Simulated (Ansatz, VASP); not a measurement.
**Two plane-wave programs on MgO**

```
Mg O
1.0
     2.93802    0.00000    0.00000
    -1.46901    2.54440    0.00000
     0.00000    0.00000    2.67968
Mg O
1 1
Direct
  0.00000 0.00000 0.00000
  0.33333 0.66667 0.50000
```

Alike in both runs: task single point; functional r2SCAN; k mesh 9 × 9 × 6; occupations gaussian, width 0.1 eV; no spin polarisation.

```csv
,VASP,Ansatz
version,VASP 6.6.1,Ansatz 0.2.0
potentials or method,"VASP PAW PBE potentials, release 64 (Mg_sv, O), cutoff 920 eV","scalar-relativistic, plane waves, PAW"
valence electrons in the cell,16,16
```

|  | VASP | Ansatz | Ansatz less VASP |
| --- | --- | --- | --- |
| gap on the k mesh at the Fermi level (eV) | 3.80 | 3.78 | -0.019 |
| least direct gap on the mesh (eV) | 4.21 | 4.19 | -0.018 |
| pressure (GPa) | -4.9 | -5.2 | -0.30 |
| traceless stress, the component that is largest in VASP (GPa) | -0.40 | -0.54 | -0.142 |

VASP's potentials were made for PBE, not for r2SCAN.
